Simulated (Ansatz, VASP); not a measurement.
# One calculation of CsSnI3, two programs

```
Cs Sn I
1.0
     5.99183    0.00000    0.00000
     0.00000    5.99183    0.00000
     0.00000    0.00000    5.99183
Cs Sn I
1 1 3
Direct
  0.00000 0.00000 0.00000
  0.50000 0.50000 0.50000
  0.50000 0.50000 0.00000
  0.50000 0.00000 0.50000
  0.00000 0.50000 0.50000
```

Change from the starting cell: hydrostatic strain -4.0%.

Alike in both runs: task single point; functional r2SCAN; k mesh 4 × 4 × 4; occupations fermi-dirac, width 0.02 eV; no spin polarisation.

|  | VASP | Ansatz |
| --- | --- | --- |
| version | VASP 6.6.1 | Ansatz 0.2.0 |
| potentials or method | VASP PAW PBE potentials, release 64 (Cs_sv, Sn_d, I) | plane waves, PAW |
| plane-wave cutoff (eV) | 520 | 500 |
| valence electrons in the cell | 44 | 74 |

|  | VASP | Ansatz | Ansatz less VASP |
| --- | --- | --- | --- |
| pressure (GPa) | 2.7 | 2.7 | -0.01 |

VASP's potentials were made for PBE, not for r2SCAN. The functional is the same, so the differences come from potentials, cutoffs and numerics. VASP's potentials hold 44 valence electrons a cell and Ansatz's 74, so a difference there can come from the potentials and not from the codes.

Neither program's run includes spin-orbit coupling.
